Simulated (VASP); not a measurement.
**Ga3BAs4: single point with PBE**

Ga3BAs4:

```
Ga B As
1.0
    -2.75870    2.75870    5.47556
     2.75870   -2.75870    5.47556
     2.75870    2.75870   -5.47556
Ga B As
3 1 4
Direct
  0.00000 0.00000 0.00000
  0.25000 0.75000 0.50000
  0.75000 0.25000 0.50000
  0.50000 0.50000 0.00000
  0.60567 0.60567 0.44070
  0.16497 0.16497 0.55930
  0.83503 0.39433 0.00000
  0.39433 0.83503 0.00000
```

```json
{
 "Program": "VASP 6.6.1",
 "Task": "single point",
 "Functional": "PBE",
 "Potentials or basis": "VASP PAW PBE potentials, release 64 (Ga_d, B, As)",
 "Cutoff": "520 eV",
 "k mesh": "4 × 4 × 4",
 "Occupations": "gaussian, width 0.1 eV",
 "Spin": "no spin polarisation",
 "Dipole correction": "no",
 "Further INCAR settings": "ALGO = Normal; EDIFF = 1e-07; NBANDS = 41"
}
```

* Pressure: 0.2 GPa
* Largest force: 0.015 eV/Å
* Band gap on the k mesh: 0.66 eV

Forces in eV/Å, atoms in the order of the input:
```
Ga   0.000  0.000  0.000
Ga   0.000  0.000  0.000
Ga   0.000  0.000  0.000
B    0.000  0.000  0.000
As   0.005  0.005 -0.014
As  -0.005 -0.005 -0.014
As  -0.005  0.005  0.014
As   0.005 -0.005  0.014
```

Levels at points of the mesh, in eV from the valence-band top:
```
           k point  band 29  band 30  band 31  band 32  band 33  band 34
(0.00, 0.00, 0.00)    -0.12     0.00     0.00     0.66     1.17     1.38
(0.50, 0.00, 0.00)    -2.18    -1.52    -1.13     2.63     2.91     3.04
(0.50, 0.50, 0.00)    -1.12    -0.95    -0.78     0.76     1.07     2.23
(0.50, 0.50, 0.50)    -1.92    -1.51    -1.51     1.27     1.36     1.53
```

Run time: 5.7 min on 1 thread of Intel Xeon 8259CL, with other jobs on the host, peak memory 0.39 GiB.

Caveat: semilocal functionals underestimate gaps, and a narrow one can read as zero. A k mesh can miss the band edges.
